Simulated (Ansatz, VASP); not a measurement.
Two plane-wave programs on InSb3

Contents of INCAR:

```
ALGO = Normal ; EDIFF = 1E-6
ENCUT = 520 ; GGA = PE
ISIF = 2 ; ISMEAR = 1
LASPH = True ; LCHARG = False
LREAL = False ; LWAVE = False
NBANDS = 22 ; NELM = 60
PREC = Accurate ; SIGMA = 0.13605693122994
```

File KPOINTS:

```
k-points
0
Gamma
  1 1 1
```

The input POSCAR:

```
InSb3
1.0
    4.8063670000      0.0000000000      0.0000000000
    0.0000000000      4.8063670000      0.0000000000
    0.0000000000      0.0000000000      4.8063670000
In Sb
1 3
Direct
    0.0000000000      0.0000000000      0.0000000000
    0.5000000000      0.0000000000      0.5000000000
    0.0000000000      0.5000000000      0.5000000000
    0.5000000000      0.5000000000      0.0000000000
```

Input for Ansatz:

```yaml
crystal:
  lattice:
    - [4.806367, 0.0, 0.0]
    - [0.0, 4.806367, 0.0]
    - [0.0, 0.0, 4.806367]
  atoms:
    - { symbol: In, position: [0.0, 0.0, 0.0] }
    - { symbol: Sb, position: [0.5, 0.0, 0.5] }
    - { symbol: Sb, position: [0.0, 0.5, 0.5] }
    - { symbol: Sb, position: [0.5, 0.5, 0.0] }
basis:
  ecutwfc: 420
kpoints:
  mp_grid: { grid: [1, 1, 1] }
hamiltonian:
  xc: pbe
scf:
  occupations: { method: cold, width: "0.01 Ry" }
  algorithm: direct_min
  max_iter: 86
output:
  forces: true
  stress: true
  eigenvalues: true
```

Alike in both runs: task single point; functional PBE; k mesh 1 × 1 × 1; no spin polarisation.

|  | VASP | Ansatz |
| --- | --- | --- |
| version | VASP 6.6.1 | Ansatz 0.2.0 |
| potentials or method | VASP PAW PBE potentials, release 64 (In_d, Sb), cutoff 520 eV | scalar-relativistic, plane waves, PAW |
| occupations | methfessel-paxton of order 1, width 0.136057 eV | cold |
| valence electrons in the cell | 28 | 58 |

```csv
,VASP,Ansatz,Ansatz less VASP
pressure (GPa),10.9,10.9,+0.02
```

VASP's potentials hold 28 valence electrons a cell and Ansatz's 58, so a difference there can come from the potentials and not from the codes.

The k mesh is coarse, so the values compare programs but aren't converged. Spin-orbit coupling is off throughout.
